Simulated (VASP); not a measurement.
# ReP (P6_3/mmc) in VASP: notebook

ReP is run at these levels: PBE, r2SCAN; tasks: relaxation of shape and atoms at fixed volume, single point, relaxation of cell and atoms.

Everything below comes from runs of VASP 6.6.1. Logs are shortened: lines on timing, memory, paths and dates and some standing lists are left out, and cuts for length are marked.

## Step 1: The cell of the first run

The structure is hexagonal, space group P6_3/mmc (No. 194). Conventional cell: a = 3.897 Å, b = 3.897 Å, c = 5.170 Å, α = 90.00°, β = 90.00°, γ = 120.00°. Within 3.4 Å of Re (site symmetry -3m) lie 2 Re at 2.58 Å and 6 P at 2.59 Å. P (site symmetry -6m2) has 6 Re at 2.59 Å and 6 P at 3.43 Å within 3.5 Å.

## Step 2: Relaxation of shape and atoms at fixed volume, PBE (17.00 Å³/atom)

The input, INCAR:

```
SYSTEM = ReP
PREC = Accurate ; ENCUT = 600
EDIFF = 1E-6 ; ISMEAR = 0
SIGMA = 0.05 ; LREAL = .False.
LASPH = .True. ; NELM = 60
ALGO = Normal ; ISIF = 4
LWAVE = .False. ; LCHARG = .False.
GGA = PE ; IBRION = 2
NSW = 60 ; EDIFFG = -0.01
```

The input, KPOINTS:

```
regular mesh
0
Gamma
  10 10 8
  0 0 0
```

The input, POSCAR:

```
ReP
1.0
    3.8974428003      0.0000000000      0.0000000000
   -1.9487214002      3.3752844748      0.0000000000
    0.0000000000      0.0000000000      5.1697194598
Re P
2 2
Direct
    0.0000000000      0.0000000000      0.0000000000
    0.0000000000      0.0000000000      0.5000000000
    0.3333333333      0.6666666667      0.2500000000
    0.6666666667      0.3333333333      0.7500000000
```

Potentials or basis: VASP PAW PBE potentials, release 64 (Re, P).

Launch:

```console
cat potpaw_PBE.64/Re/POTCAR potpaw_PBE.64/P/POTCAR > POTCAR
mpirun -np 1 vasp_std > vasp.out
```

OUTCAR:

```text
SYSTEM = ReP
   PREC = Accurate
   ENCUT = 600
   EDIFF = 1E-6
   ISMEAR = 0
   LREAL = .False.
   LASPH = .True.
   NELM = 60
   ISIF = 4
   GGA = PE
   IBRION = 2
   NSW = 60
   EDIFFG = -0.01

 ion  position               nearest neighbor table
   1  0.000  0.000  0.000-   2 2.58   2 2.58   4 2.59   3 2.59   3 2.59   4 2.59   4 2.59   3 2.59

   2  0.000  0.000  0.500-   1 2.58   1 2.58   4 2.59   3 2.59   3 2.59   4 2.59   4 2.59   3 2.59

   3  0.333  0.667  0.250-   1 2.59   2 2.59   1 2.59   2 2.59   1 2.59   2 2.59
   4  0.667  0.333  0.750-   1 2.59   2 2.59   1 2.59   2 2.59   1 2.59   2 2.59

  LATTYP: Found a hexagonal cell.
 ALAT       =     3.8974428003
 C/A-ratio  =     1.3264388279

  Lattice vectors:

 A1 = (   3.8974428003,   0.0000000000,   0.0000000000)
 A2 = (  -1.9487214002,   3.3752844748,   0.0000000000)
 A3 = (   0.0000000000,   0.0000000000,   5.1697194598)

Analysis of symmetry for initial positions (statically):
=====================================================================
 Subroutine PRICEL returns:
 Original cell was already a primitive cell.

 Routine SETGRP: Setting up the symmetry group for a
 hexagonal supercell.

 Subroutine GETGRP returns: Found 24 space group operations
 (whereof 12 operations were pure point group operations)
 out of a pool of 24 trial point group operations.

The static configuration has the point symmetry D_3d.
 The point group associated with its full space group is D_6h.

Analysis of symmetry for dynamics (positions and initial velocities):
=====================================================================
 Subroutine PRICEL returns:
 Original cell was already a primitive cell.

 Routine SETGRP: Setting up the symmetry group for a
 hexagonal supercell.

 Subroutine GETGRP returns: Found 24 space group operations
 (whereof 12 operations were pure point group operations)
 out of a pool of 24 trial point group operations.

The dynamic configuration has the point symmetry D_3d.
 The point group associated with its full space group is D_6h.

 Subroutine INISYM returns: Found 24 space group operations
 (whereof 12 operations are pure point group operations),
 and found     1 'primitive' translations

----------------------------------------------------------------------------------------

                                     Primitive cell
[... 105 lines left out ...]
   PSTRESS=    0.0 pullay stress
   NELECT =      24.0000    total number of electrons
   NUPDOWN=      -1.0000    fix difference up-down
   EMIN   =  10.00;   EMAX   =-10.00  energy-range for DOS
   EFERMI =   0.00;   METHOD = LEGACY
   ISMEAR =     0;   SIGMA  =   0.05  broadening in eV -4-tet -1-fermi 0-gaus
   EFERMI_NEDOS =   21; number of points for ismear=-14 and -15
   IALGO  =     38    algorithm
   IMIX   =      4    mixing-type and parameters
     AMIX     =   0.40;   BMIX     =  1.00
     AMIX_MAG =   1.60;   BMIX_MAG =  1.00
  volume/ion in A,a.u.               =      17.00       114.73
  Fermi-wavevector in a.u.,A,eV,Ry     =   1.156892  2.186209 18.210030  1.338399
  Thomas-Fermi vector in A             =   2.293508
   LORBIT       =      0    0 simple, 1 ext, 2 COOP (PROOUT), +10 PAW based schemes
   GGA     = PE    functional components
   LHFCALC =     F    Hartree Fock is set to
   AEXX    =    0.0000 exact exchange contribution
   IVDW    =     0    specifies the selected vdW correction
   LEPSILON=     F    determine dielectric tensor
   LRPA    =     F    only Hartree local field effects (RPA)
 conjugate gradient relaxation of ions
 non-spin polarized calculation
 Gauss-broadening in eV      SIGMA  =   0.05
  energy-cutoff  :      600.00
  volume of cell :       68.01
 maximum number of plane-waves:      2294
 NGX is ok and might be reduce to    32
   NGX = 15   NGY = 15   NGZ = 21

--------------------------------------- Ionic step        1  -------------------------------------------

 number of electron      24.0000001 magnetization

 Free energy of the ion-electron system (eV)
  ---------------------------------------------------
  ext. energy  EPLUGINS =         0.00000000
  ---------------------------------------------------
  free energy    TOTEN  =       -34.94632437 eV

  energy without entropy =      -34.94207133  energy(sigma->0) =      -34.94419785

------------------------ aborting loop because EDIFF is reached ----------------------------------------

  FORCE on cell =-STRESS in cart. coord.  units (eV):
  Direction    XX          YY          ZZ          XY          YZ          ZX
  --------------------------------------------------------------------------------------
  -------------------------------------------------------------------------------------
  Total       -6.7732594     -6.7732594     -7.8077632      0.0000000      0.0000000      0.0000000
  in kB     -159.5699778   -159.5699778   -183.9416629      0.0000000      0.0000000      0.0000000
  external PRESSURE =    -167.6938728 kB  Pullay stress =       0.0000000 kB
[... 63 lines left out ...]
--------------------------------------- Ionic step        3  -------------------------------------------

 number of electron      24.0000001 magnetization

 Free energy of the ion-electron system (eV)
  ---------------------------------------------------
  ext. energy  EPLUGINS =         0.00000000
  ---------------------------------------------------
  free energy    TOTEN  =       -34.95018946 eV

  energy without entropy =      -34.94614525  energy(sigma->0) =      -34.94816736

 E-fermi :   6.9983     XC(G=0): -11.6362

 val. band max:        6.9978258152   @ k =   0.5000   0.0000   0.0000
 cond. band min:       7.0010284619   @ k =   0.4000   0.1000   0.3750
 fundamental gap:      0.0032026468
 Fermi energy:         6.9982743042

 k-point     1 :       0.0000    0.0000    0.0000
  band No.  band energies     occupation
      1      -6.1711      2.00000
      2      -2.5857      2.00000
      3       0.4871      2.00000
      4       1.4004      2.00000
      5       1.4004      2.00000
      6       2.0124      2.00000
[... 433 lines left out ...]
      3      -0.1317      2.00000
      4       1.5414      2.00000
      5       2.1866      2.00000
      6       2.4743      2.00000
[... 8 lines left out ...]
     15       8.5962      0.00000
     16       9.1677      0.00000

 [... further k-points ...]

------------------------ aborting loop because EDIFF is reached ----------------------------------------

  FORCE on cell =-STRESS in cart. coord.  units (eV):
  Direction    XX          YY          ZZ          XY          YZ          ZX
  --------------------------------------------------------------------------------------
  -------------------------------------------------------------------------------------
  Total       -6.9135939     -6.9135939     -6.9015435      0.0000000     -0.0000000      0.0000000
  in kB     -162.8760915   -162.8760915   -162.5921997      0.0000000     -0.0000000      0.0000000
  external PRESSURE =    -162.7814609 kB  Pullay stress =       0.0000000 kB
[... 19 lines left out ...]
  FREE ENERGIE OF THE ION-ELECTRON SYSTEM (eV)
  ---------------------------------------------------
  free  energy   TOTEN  =       -34.9501894631 eV

  energy  without entropy=      -34.9461452501  energy(sigma->0) =      -34.94816736

 reached required accuracy - stopping structural energy minimisation
```

OSZICAR:

```text
N       E                     dE             d eps       ncg     rms          rms(c)
DAV:   1     0.793590484006E+02    0.79359E+02   -0.12008E+04  4408   0.172E+03
DAV:   2    -0.301611716567E+02   -0.10952E+03   -0.10717E+03  4168   0.328E+02
DAV:   3    -0.357908351023E+02   -0.56297E+01   -0.54604E+01  3640   0.746E+01
DAV:   4    -0.364909466338E+02   -0.70011E+00   -0.66332E+00  3888   0.172E+01
[... 19 lines left out ...]
DAV:   1    -0.349502731996E+02   -0.14820E-03   -0.90740E-03  3488   0.280E+00    0.483E-02
DAV:   2    -0.349502034909E+02    0.69709E-04   -0.35125E-04  4160   0.333E-01    0.547E-02
DAV:   3    -0.349501941183E+02    0.93726E-05   -0.23733E-05  3776   0.481E-02    0.285E-02
DAV:   4    -0.349501896368E+02    0.44815E-05   -0.75064E-06  2344   0.413E-02    0.469E-03
DAV:   5    -0.349501894631E+02    0.17364E-06   -0.83068E-07  1392   0.368E-02
   3 F= -.34950189E+02 E0= -.34948167E+02  d E =-.386510E-02
```

CONTCAR:

```text
ReP
   1.00000000000000
     3.9118630715769060    0.0000000000041804    0.0000000000000000
    -1.9559315358350178    3.3877727960611543    0.0000000000000000
     0.0000000000000000    0.0000000000000000    5.1316755142739314
  Re              P
     2     2
Direct
     0.0000000000000000    0.0000000000000000    0.0000000000000000
     0.0000000000000000    0.0000000000000000    0.5000000000000000
     0.3333333332999970    0.6666666667000030    0.2500000000000000
     0.6666666667000030    0.3333333332999970    0.7500000000000000

  0.00000000E+00  0.00000000E+00  0.00000000E+00
  0.00000000E+00  0.00000000E+00  0.00000000E+00
  0.00000000E+00  0.00000000E+00  0.00000000E+00
  0.00000000E+00  0.00000000E+00  0.00000000E+00
```

Wall time 2.6 min (1 thread of Intel Xeon 6975P-C (Granite Rapids), shared host); peak memory 0.26 GiB.

Results:

```yaml
Free_energy: -34.9502 eV
Energy_gained_by_relaxing: 1.0 meV/atom
Ionic_steps: 3
Pressure_after_relaxing: -16.3 GPa
Band_gap_on_the_k_mesh: zero (bands 12 and 13 overlap by 1.13 eV)
```

The path:
```csv
step,energy change (eV),largest force (eV/Å),pressure (GPa),volume (Å³)
1,0.0000,0.0000,-16.77,68.01
2,-0.0038,0.0000,-16.21,68.01
3,-0.0039,0.0000,-16.28,68.01
```

Final structure:
```
Re P
1.0
     3.91186    0.00000    0.00000
    -1.95593    3.38777    0.00000
     0.00000    0.00000    5.13168
Re P
2 2
Direct
  0.00000 0.00000 0.00000
  0.00000 0.00000 0.50000
  0.33333 0.66667 0.25000
  0.66667 0.33333 0.75000
```

Caveat: spin-orbit coupling is left out, which moves the levels of the heavy elements.

[end of part 1 of 2]

The gap in the log of VASP goes by the Fermi energy; the results here count the filled bands.